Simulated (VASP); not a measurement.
# K2SiB2 (P-3m1) in VASP: a series of runs, part 2 of 2

VASP 6.6.1. The steps go on from the part before.

## (3) Relaxation of cell and atoms, PBE

This run uses another cell than the first one, of 22.23 Å³/atom, 0.975 times its volume.

Input file INCAR:

```
PREC = Accurate
ENCUT = 600
EDIFF = 1E-7
ISMEAR = 0
SIGMA = 0.1
LREAL = F
LASPH = T
NELM = 100
ALGO = Normal
ISIF = 3
LWAVE = F
LCHARG = F
GGA = PE
IBRION = 2
NSW = 100
EDIFFG = -0.01
```

Input file KPOINTS:

```
regular mesh
0
Gamma
  12 12 4
```

Input file POSCAR:

```
K2SiB2
1.0
    3.5884402114      0.0000000000      0.0000000000
   -1.7942201057      3.1076803830      0.0000000000
    0.0000000000      0.0000000000      9.9683006068
K Si B
2 1 2
Direct
    0.6666666667      0.3333333333      0.2810961883
    0.3333333333      0.6666666667      0.7189038117
    0.0000000000      0.0000000000      0.0000000000
    0.6666666667      0.3333333333      0.9403465426
    0.3333333333      0.6666666667      0.0596534574
```

Potentials or basis: VASP PAW PBE potentials, release 64 (K_sv, Si, B).

On the command line:

```
> cat potpaw_PBE.64/K_sv/POTCAR potpaw_PBE.64/Si/POTCAR potpaw_PBE.64/B/POTCAR > POTCAR
> mpirun -np 1 vasp_std > vasp.out
```

OUTCAR:

```text
PREC = Accurate
   ENCUT = 600
   EDIFF = 1E-7
   ISMEAR = 0
   LREAL = F
   LASPH = T
   NELM = 100
   ISIF = 3
   GGA = PE
   IBRION = 2
   NSW = 100
   EDIFFG = -0.01

 ion  position               nearest neighbor table
   1  0.667  0.333  0.281-
   2  0.333  0.667  0.719-
   3  0.000  0.000  0.000-   4 2.16   5 2.16   5 2.16   4 2.16   4 2.16   5 2.16
   4  0.667  0.333  0.940-   3 2.16   3 2.16   3 2.16
   5  0.333  0.667  0.060-   3 2.16   3 2.16   3 2.16

  LATTYP: Found a hexagonal cell.
 ALAT       =     3.5884402114
 C/A-ratio  =     2.7778923486

  Lattice vectors:

 A1 = (   3.5884402114,   0.0000000000,   0.0000000000)
 A2 = (  -1.7942201057,   3.1076803830,   0.0000000000)
 A3 = (   0.0000000000,   0.0000000000,   9.9683006068)

[... 385 lines left out ...]
  free energy    TOTEN  =       -17.38958324 eV

  energy without entropy =      -17.37871898  energy(sigma->0) =      -17.38415111

 E-fermi :   2.7829     XC(G=0):  -8.2535

 val. band max:        2.7699536705   @ k =   0.2500   0.0833   0.5000
 cond. band min:       2.7853962862   @ k =   0.3333   0.0000   0.0000
 fundamental gap:      0.0154426157
 Fermi energy:         2.7829004271

 k-point     1 :       0.0000    0.0000    0.0000
  band No.  band energies     occupation
      1     -28.7063      2.00000
      2     -28.7049      2.00000
      3     -12.3258      2.00000
      4     -12.1876      2.00000
      5     -11.9875      2.00000
      6     -11.9875      2.00000
[... 481 lines left out ...]
      5     -12.1380      2.00000
      6     -12.1322      2.00000
[... 10 lines left out ...]
     17       4.6255      0.00000
     18       5.8048      0.00000

 [... further k-points ...]

------------------------ aborting loop because EDIFF is reached ----------------------------------------

  FORCE on cell =-STRESS in cart. coord.  units (eV):
  Direction    XX          YY          ZZ          XY          YZ          ZX
  --------------------------------------------------------------------------------------
  -------------------------------------------------------------------------------------
  Total        0.0104854      0.0104854      0.0000541     -0.0000000     -0.0000000      0.0000000
  in kB        0.1473583      0.1473583      0.0007599     -0.0000000     -0.0000000      0.0000000
  external PRESSURE =       0.0984922 kB  Pullay stress =       0.0000000 kB
[... 20 lines left out ...]
  FREE ENERGIE OF THE ION-ELECTRON SYSTEM (eV)
  ---------------------------------------------------
  free  energy   TOTEN  =       -17.3895832374 eV

  energy  without entropy=      -17.3787189848  energy(sigma->0) =      -17.38415111

 reached required accuracy - stopping structural energy minimisation
```

OSZICAR:

```text
N       E                     dE             d eps       ncg     rms          rms(c)
DAV:   1     0.181803470700E+03    0.18180E+03   -0.13709E+04  2484   0.150E+03
DAV:   2    -0.540795406638E+01   -0.18721E+03   -0.18262E+03  2830   0.364E+02
[... 193 lines left out ...]
DAV:   1    -0.173896062381E+02   -0.58637E-04   -0.27007E-02  2484   0.104E+00    0.486E-02
DAV:   2    -0.173895977097E+02    0.85284E-05   -0.84048E-04  2708   0.226E-01    0.274E-02
DAV:   3    -0.173895890987E+02    0.86111E-05   -0.27124E-05  3590   0.309E-02    0.171E-02
DAV:   4    -0.173895828612E+02    0.62374E-05   -0.10643E-05  3076   0.237E-02    0.339E-03
DAV:   5    -0.173895830055E+02   -0.14430E-06   -0.84282E-07  3630   0.596E-03    0.180E-03
DAV:   6    -0.173895831898E+02   -0.18431E-06   -0.57640E-08  1448   0.223E-03    0.609E-04
DAV:   7    -0.173895832374E+02   -0.47566E-07   -0.14724E-08  1354   0.105E-03
  18 F= -.17389583E+02 E0= -.17384151E+02  d E =-.356446E-04
```

It took 19 min on 1 thread of Intel Xeon 6975P-C (Granite Rapids), shared host; peak memory 0.4 GiB.

What came out:

```yaml
Free_energy: -17.3896 eV
Relaxed_volume: 22.80 Å³/atom
Relaxed_cell: a = 3.634 Å, b = 3.634 Å, c = 9.968 Å, α = 90.00°, β = 90.00°, γ = 120.00°
Space_group_after_relaxing_to_0.05_Å: P-3m1 (No. 164)
Energy_gained_by_relaxing: 7.5 meV/atom
Ionic_steps: 18
Pressure_after_relaxing: 0.0 GPa
Largest_force_after_relaxing: 0.009 eV/Å
Band_gap_on_the_k_mesh: zero (band 14 reaches 3.09 eV, above the bottom of band 15 at 1.68 eV)
```

Forces in eV/Å, atoms in the order of the input:
```
K    0.000  0.000 -0.007
K    0.000  0.000  0.007
Si   0.000  0.000  0.000
B    0.000  0.000  0.009
B    0.000  0.000 -0.009
```

Step by step:
```csv
step,energy change (eV),largest force (eV/Å),pressure (GPa),volume (Å³)
1,0.0000,0.1099,0.48,111.16
2,-0.0033,0.1466,0.08,112.23
3,-0.0042,0.1757,-0.26,113.17
4,-0.0071,0.1941,-0.31,113.43
5,-0.0163,0.1977,-0.47,114.20
6,-0.0265,0.1162,-0.80,115.76
7,-0.0310,0.1033,-0.57,115.24
8,-0.0353,0.0643,0.00,113.96
9,-0.0354,0.0673,-0.04,114.05
10,-0.0361,0.0545,-0.04,113.98
11,-0.0369,0.0187,-0.04,113.79
12,-0.0370,0.0152,0.01,113.69
13,-0.0371,0.0117,0.07,113.57
14,-0.0371,0.0104,0.05,113.64
15,-0.0373,0.0103,0.01,113.88
16,-0.0372,0.0246,-0.09,114.34
17,-0.0373,0.0104,-0.02,114.02
18,-0.0374,0.0092,0.01,114.00
```

Final structure:
```yaml
crystal:
  lattice:
    - [3.63400, 0.00000, 0.00000]
    - [-1.81700, 3.14713, 0.00000]
    - [0.00000, 0.00000, 9.96833]
  atoms:
    - { symbol: K, position: [0.66667, 0.33333, 0.27764] }
    - { symbol: K, position: [0.33333, 0.66667, 0.72236] }
    - { symbol: Si, position: [0.00000, 0.00000, 0.00000] }
    - { symbol: B, position: [0.66667, 0.33333, 0.95276] }
    - { symbol: B, position: [0.33333, 0.66667, 0.04724] }
```

Levels at points of the mesh, in eV from the Fermi level:
```
           k point  band 12  band 13  band 14  band 15  band 16  band 17
(0.00, 0.00, 0.00)    -1.57    -1.57    -1.10    -1.10     0.32     0.85
(0.50, 0.00, 0.00)    -2.83    -2.42    -0.89     0.92     1.60     2.30
(0.00, 0.00, 0.50)    -1.57    -1.34    -1.10    -1.10    -0.98     2.14
(0.50, 0.00, 0.50)    -2.83    -2.42    -0.89     0.97     1.70     1.73
```
